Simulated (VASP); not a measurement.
Runs of VASP 6.6.1 on Cu. The structure is that of space group Cmcm (No. 63), or close to it. The cells are those of the table. 

```tsv
cell	further INCAR settings	gap on the mesh (eV)	pressure (GPa)	largest force (eV/Å)
a = 4.390, b = 4.390, c = 2.221 Å, angles 90.0, 90.0, 145.9°, 2 atoms	ALGO = Fast; EDIFF = 1e-06; NBANDS = 18	none	(b)	0.07
a = 4.216, b = 4.216, c = 2.409 Å, angles 90.0, 90.0, 145.9°, 2 atoms	ALGO = Fast; EDIFF = 1e-07; NBANDS = 18	none	-0.3	(a)
a = 3.914, b = 3.914, c = 2.795 Å, angles 90.0, 90.0, 145.9°, 2 atoms	ALGO = Fast; EDIFF = 1e-07; NBANDS = 18	none	3.2	0.03
a = 4.480, b = 4.480, c = 2.133 Å, angles 90.0, 90.0, 145.9°, 2 atoms	ALGO = Fast; EDIFF = 1e-06; NBANDS = 18	none	(c)	0.09
a = 4.092, b = 4.092, c = 2.557 Å, angles 90.0, 90.0, 145.9°, 2 atoms	ALGO = Fast; EDIFF = 1e-07; NBANDS = 18	none	-0.5	0.01
```

Alike in all rows: task single point; level PBEsol; potentials or basis VASP PAW PBE potentials, release 64 (Cu); no spin polarisation; k mesh 22 × 22 × 22; cutoff (eV) 520; smearing gaussian 0.15 eV.

Problem. Fill in the values left out.

Solution. (a) 0.02; (b) 6.2; (c) 12.5.

Caveats: the PAW data sets were made with another functional, which shifts forces and pressure a little.

A gap of «none» marks levels without a gap at the run's occupations.
